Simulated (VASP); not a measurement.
# C (Fd-3m) in VASP: density of states with PBE

Aim: the density of states of C with PBE.

Program: VASP 6.6.1. These are calculated values, not measurements. Logs are shortened: lines on timing, memory, paths and dates and some standing lists are left out, and cuts for length are marked.

### 1 The cell of the first run

The structure is cubic, space group Fd-3m (No. 227). The conventional cell has a = 3.567 Å, b = 3.567 Å, c = 3.567 Å, α = 90.00°, β = 90.00°, γ = 90.00°. Within 2.1 Å of C (site symmetry -43m) lie 4 C at 1.54 Å.

### 2 Density of states, PBE

Input file POSCAR:

```
C
1.0
    2.5220660000      0.0000000000      0.0000000000
    1.2610330000      2.1841732260      0.0000000000
    1.2610330000      0.7280577420      2.0592582659
C
2
Direct
    0.0000000000      0.0000000000      0.0000000000
    0.2500000000      0.2500000000      0.2500000000
```

Input file INCAR.step1:

```
SYSTEM = C
  PREC = Accurate
  ENCUT = 520
  EDIFF = 1E-6
  ISMEAR = 0
  SIGMA = 0.01
  LREAL = .FALSE.
  LASPH = .TRUE.
  NELM = 120
  ALGO = Normal
  ISIF = 2
  LWAVE = .FALSE.
  LCHARG = .TRUE.
  GGA = PE
  NBANDS = 11
  GGA_COMPAT = .FALSE.
  NEDOS = 2001
  LORBIT = 11
```

Input file KPOINTS.step1:

```
regular mesh
0
G
  9 9 9
  0 0 0
```

Input file INCAR.step2:

```
SYSTEM = C
  PREC = Accurate
  ENCUT = 520
  EDIFF = 1E-6
  ISMEAR = -5
  SIGMA = 0.01
  LREAL = .FALSE.
  LASPH = .TRUE.
  NELM = 120
  ALGO = Normal
  ISIF = 2
  LWAVE = .FALSE.
  LCHARG = .FALSE.
  GGA = PE
  LORBIT = 10
  NEDOS = 1001
  ICHARG = 11
  GGA_COMPAT = .FALSE.
```

Input file KPOINTS.step2:

```
regular mesh
0
G
  14 14 14
  0 0 0
```

Potentials or basis: VASP PAW PBE potentials, release 64 (C).

Started as:

```sh
cat potpaw_PBE.64/C/POTCAR > POTCAR
cp INCAR.step1 INCAR
cp KPOINTS.step1 KPOINTS
mpirun -np 1 vasp_std > vasp.out
cp INCAR.step2 INCAR
cp KPOINTS.step2 KPOINTS
mpirun -np 1 vasp_std > vasp.out
```

OUTCAR:

```text
SYSTEM = C
   PREC = Accurate
   ENCUT = 520
   EDIFF = 1E-6
   ISMEAR = -5
   LREAL = .FALSE.
   LASPH = .TRUE.
   NELM = 120
   ISIF = 2
   GGA = PE
   LORBIT = 10
   ICHARG = 11

 ion  position               nearest neighbor table
   1  0.000  0.000  0.000-   2 1.54   2 1.54   2 1.54   2 1.54
   2  0.250  0.250  0.250-   1 1.54   1 1.54   1 1.54   1 1.54

  LATTYP: Found a face centered cubic cell.
 ALAT       =     3.5667399424

  Lattice vectors:

 A1 = (   2.5220660000,   0.0000000000,   0.0000000000)
 A2 = (   1.2610330000,   2.1841732260,   0.0000000000)
 A3 = (   1.2610330000,   0.7280577420,   2.0592582659)

Analysis of symmetry for initial positions (statically):
=====================================================================
 Subroutine PRICEL returns:
 Original cell was already a primitive cell.

 Routine SETGRP: Setting up the symmetry group for a
 face centered cubic supercell.

 Subroutine GETGRP returns: Found 48 space group operations
 (whereof 24 operations were pure point group operations)
 out of a pool of 48 trial point group operations.

The static configuration has the point symmetry T_d .
 The point group associated with its full space group is O_h .

Analysis of symmetry for dynamics (positions and initial velocities):
=====================================================================
 Subroutine PRICEL returns:
 Original cell was already a primitive cell.

 Routine SETGRP: Setting up the symmetry group for a
 face centered cubic supercell.

 Subroutine GETGRP returns: Found 48 space group operations
 (whereof 24 operations were pure point group operations)
 out of a pool of 48 trial point group operations.

The dynamic configuration has the point symmetry T_d .
 The point group associated with its full space group is O_h .

 Subroutine INISYM returns: Found 48 space group operations
 (whereof 24 operations are pure point group operations),
 and found     1 'primitive' translations

----------------------------------------------------------------------------------------

                                     Primitive cell

  volume of cell :      11.3437

  direct lattice vectors                    reciprocal lattice vectors
     2.522066000  0.000000000  0.000000000     0.396500329 -0.228919572 -0.161870582
     1.261033000  2.184173226  0.000000000     0.000000000  0.457839144 -0.161870582
     1.261033000  0.728057742  2.059258266     0.000000000  0.000000000  0.485611745

  length of vectors
     2.522066000  2.522066000  2.522066000     0.485611745  0.485611745  0.485611745

  position of ions in fractional coordinates (direct lattice)
     0.000000000  0.000000000  0.000000000
     0.250000000  0.250000000  0.250000000

  ion indices of the primitive-cell ions
   primitive index   ion index
                 1           1
                 2           2

----------------------------------------------------------------------------------------

 KPOINTS: regular mesh

Automatic generation of k-mesh.
 Grid dimensions read from file:
 generate k-points for:   14   14   14

 Generating k-lattice:

  Cartesian coordinates                     Fractional coordinates (reciprocal lattice)
     0.028321452 -0.016351398 -0.011562184     0.071428571  0.000000000  0.000000000
     0.000000000  0.032702796 -0.011562184     0.000000000  0.071428571 -0.000000000
     0.000000000  0.000000000  0.034686553     0.000000000  0.000000000  0.071428571

  Length of vectors
     0.034686553  0.034686553  0.034686553

  Shift w.r.t. Gamma in fractional coordinates (k-lattice)
     0.000000000  0.000000000  0.000000000

 TETIRR: Found    389 inequivalent tetrahedra from    16464

 Subroutine IBZKPT returns following result:
 ===========================================

 Found    104 irreducible k-points:

 Following reciprocal coordinates:
            Coordinates               Weight
  0.000000  0.000000  0.000000      1.000000
  0.071429 -0.000000 -0.000000      8.000000
  0.142857  0.000000 -0.000000      8.000000
  0.214286 -0.000000  0.000000      8.000000
  0.285714 -0.000000  0.000000      8.000000
  0.357143  0.000000 -0.000000      8.000000
[... 16 lines left out ...]
  0.214286  0.142857  0.000000     24.000000
  0.285714  0.142857  0.000000     24.000000
 [... further k-points ...]
   k-points           NKPTS =    104   k-points in BZ     NKDIM =    104   number of bands    NBANDS=      8
   number of dos      NEDOS =   1001   number of ions     NIONS =      2
   total plane-waves  NPLWV =   8000
   dimension x,y,z NGX =    20 NGY =   20 NGZ =   20
   dimension x,y,z NGXF=    40 NGYF=   40 NGZF=   40
   ions per type =               2
   NGX,Y,Z   is equivalent  to a cutoff of  13.18, 13.18, 13.18 a.u.
   NGXF,Y,Z  is equivalent  to a cutoff of  26.37, 26.37, 26.37 a.u.
 SYSTEM =  C
   PREC   = accura    normal or accurate (medium, high low for compatibility)
   ISTART =      0    job   : 0-new  1-cont  2-samecut
   ICHARG =     11    charge: 1-file 2-atom 10-const
   ISPIN  =      1    spin polarized calculation?
   LNONCOLLINEAR =      F non collinear calculations
   LSORBIT =      F    spin-orbit coupling
   LASPH  =      T    aspherical Exc in radial PAW
   ENCUT  =  520.0 eV  38.22 Ry    6.18 a.u.   4.69  4.69  4.69*2*pi/ulx,y,z
   NELM   =    120;   NELMIN=  2; NELMDL=  0     # of ELM steps
   EDIFF  = 0.1E-05   stopping-criterion for ELM
   LREAL  =      F    real-space projection
   EDIFFG = 0.1E-04   stopping-criterion for IOM
   NSW    =      0    number of steps for IOM
   IBRION =     -1    ionic relax: 0-MD 1-quasi-New 2-CG
   NFREE  =      0    steps in history (QN), initial steepest desc. (CG)
   ISIF   =      2    stress and relaxation
   ISYM   =      2    0-nonsym 1-usesym 2-fastsym
   POTIM  = 0.5000    time-step for ionic-motion
   TEBEG  =    0.0;   TEEND  =   0.0 temperature during run
   PSTRESS=    0.0 pullay stress
   NELECT =       8.0000    total number of electrons
   NUPDOWN=      -1.0000    fix difference up-down
   EMIN   =  10.00;   EMAX   =-10.00  energy-range for DOS
   EFERMI =   0.00;   METHOD = LEGACY
   ISMEAR =    -5;   SIGMA  =   0.01  broadening in eV -4-tet -1-fermi 0-gaus
   EFERMI_NEDOS =   21; number of points for ismear=-14 and -15
   IALGO  =     38    algorithm
   IMIX   =      4    mixing-type and parameters
     AMIX     =   0.40;   BMIX     =  1.00
     AMIX_MAG =   1.60;   BMIX_MAG =  1.00
  volume/ion in A,a.u.               =       5.67        38.28
  Fermi-wavevector in a.u.,A,eV,Ry     =   1.457203  2.753714 28.891162  2.123440
  Thomas-Fermi vector in A             =   2.574032
   LORBIT       =     10    0 simple, 1 ext, 2 COOP (PROOUT), +10 PAW based schemes
   GGA     = PE    functional components
   LHFCALC =     F    Hartree Fock is set to
   AEXX    =    0.0000 exact exchange contribution
   IVDW    =     0    specifies the selected vdW correction
   LEPSILON=     F    determine dielectric tensor
   LRPA    =     F    only Hartree local field effects (RPA)
 non-spin polarized calculation
 Fermi weights with tetrahedron method with Bloechl corrections
  energy-cutoff  :      520.00
  volume of cell :       11.34
 maximum number of plane-waves:       316

 number of electron       7.9999999 magnetization

 Free energy of the ion-electron system (eV)
  ---------------------------------------------------
  ext. energy  EPLUGINS =         0.00000000
  ---------------------------------------------------
  free energy    TOTEN  =       -18.18526893 eV

  energy without entropy =      -18.18526893  energy(sigma->0) =      -18.18526893

 E-fermi :   9.7543     XC(G=0): -13.2508

 val. band max:        9.7302243602   @ k =   0.0000   0.0000   0.0000
 cond. band min:      13.8594781547   @ k =   0.3571   0.3571   0.0000
 fundamental gap:      4.1292537945
 Fermi energy:         9.7543088656

 k-point     1 :       0.0000    0.0000    0.0000
  band No.  band energies     occupation
      1     -11.7472      2.00000
      2       9.7302      2.00000
      3       9.7302      2.00000
      4       9.7302      2.00000
      5      15.3200      0.00000
      6      15.3200      0.00000
      7      15.3200      0.00000
      8      23.0622      0.00000

 k-point     2 :       0.0714   -0.0000   -0.0000
  band No.  band energies     occupation
      1     -11.6058      2.00000
      2       8.7967      2.00000
      3       9.4871      2.00000
      4       9.4871      2.00000
      5      15.6381      0.00000
      6      15.6381      0.00000
      7      15.8766      0.00000
      8      23.1838      0.00000

 k-point     3 :       0.1429    0.0000   -0.0000
  band No.  band energies     occupation
      1     -11.1829      2.00000
      2       6.7530      2.00000
      3       8.9213      2.00000
      4       8.9213      2.00000
      5      16.3842      0.00000
      6      16.3842      0.00000
      7      16.8381      0.00000
      8      23.5391      0.00000

 k-point     4 :       0.2143   -0.0000    0.0000
  band No.  band energies     occupation
      1     -10.4830      2.00000
      2       4.3615      2.00000
      3       8.2824      2.00000
      4       8.2824      2.00000
      5      17.1873      0.00000
      6      17.1873      0.00000
      7      17.6004      0.00000
      8      24.0724      0.00000

 k-point     5 :       0.2857   -0.0000    0.0000
  band No.  band energies     occupation
      1      -9.5150      2.00000
      2       1.9284      2.00000
      3       7.7151      2.00000
      4       7.7151      2.00000
      5      17.7782      0.00000
      6      17.7782      0.00000
      7      18.0903      0.00000
      8      24.6532      0.00000
[... 177 lines left out ...]
 k-point    22 :       0.1429    0.1429    0.0000
  band No.  band energies     occupation
      1     -10.9952      2.00000
      2       7.6408      2.00000
      3       7.6408      2.00000
      4       8.0355      2.00000
      5      14.8052      0.00000
      6      18.0480      0.00000
      7      18.0480      0.00000
      8      22.8541      0.00000

 k-point    23 :       0.2143    0.1429    0.0000
  band No.  band energies     occupation
      1     -10.4817      2.00000
      2       5.9203      2.00000
      3       6.9549      2.00000
      4       7.6991      2.00000
      5      14.9729      0.00000
      6      19.0137      0.00000
      7      19.0472      0.00000
      8      22.3660      0.00000

 k-point    24 :       0.2857    0.1429    0.0000
  band No.  band energies     occupation
      1      -9.6952      2.00000
      2       3.7110      2.00000
      3       6.4126      2.00000
      4       7.1348      2.00000
      5      15.6459      0.00000
      6      19.7022      0.00000
      7      19.8024      0.00000
      8      22.1200      0.00000

 [... further k-points ...]
[... 5 lines left out ...]
  --------------------------------------------------------------------------------------
  -------------------------------------------------------------------------------------
  Total        0.1735481      0.1735481      0.1735481     -0.0000000      0.0000000      0.0000000
  in kB       24.5118554     24.5118554     24.5118554     -0.0000000      0.0000000      0.0000000
  external PRESSURE =      24.5118554 kB  Pullay stress =       0.0000000 kB

 VOLUME and BASIS-vectors are now :
 -----------------------------------------------------------------------------
  energy-cutoff  :      520.00
  volume of cell :       11.34
      direct lattice vectors                 reciprocal lattice vectors
     2.522066000  0.000000000  0.000000000     0.396500329 -0.228919572 -0.161870582
     1.261033000  2.184173226  0.000000000     0.000000000  0.457839144 -0.161870582
     1.261033000  0.728057742  2.059258266     0.000000000  0.000000000  0.485611745

 POSITION                                       TOTAL-FORCE (eV/Angst)
 -----------------------------------------------------------------------------------
      0.00000      0.00000      0.00000        -0.000000     -0.000000      0.000000
      1.26103      0.72806      0.51481         0.000000      0.000000     -0.000000
 -----------------------------------------------------------------------------------
    total drift:                                0.000000      0.000000     -0.000000

  FREE ENERGIE OF THE ION-ELECTRON SYSTEM (eV)
  ---------------------------------------------------
  free  energy   TOTEN  =       -18.1852689320 eV

  energy  without entropy=      -18.1852689320  energy(sigma->0) =      -18.18526893

 total charge

# of ion       s       p       d       tot
------------------------------------------
    1        0.829   1.748   0.000   2.577
    2        0.829   1.748   0.000   2.577
--------------------------------------------------
tot          1.659   3.496   0.000   5.154
```

It took 16 s on 1 thread of Intel Xeon 8259CL, shared host; peak memory 0.12 GiB.

Results:

```yaml
Valence_electrons_inside_the_program's_atomic_spheres: C 2.58
```
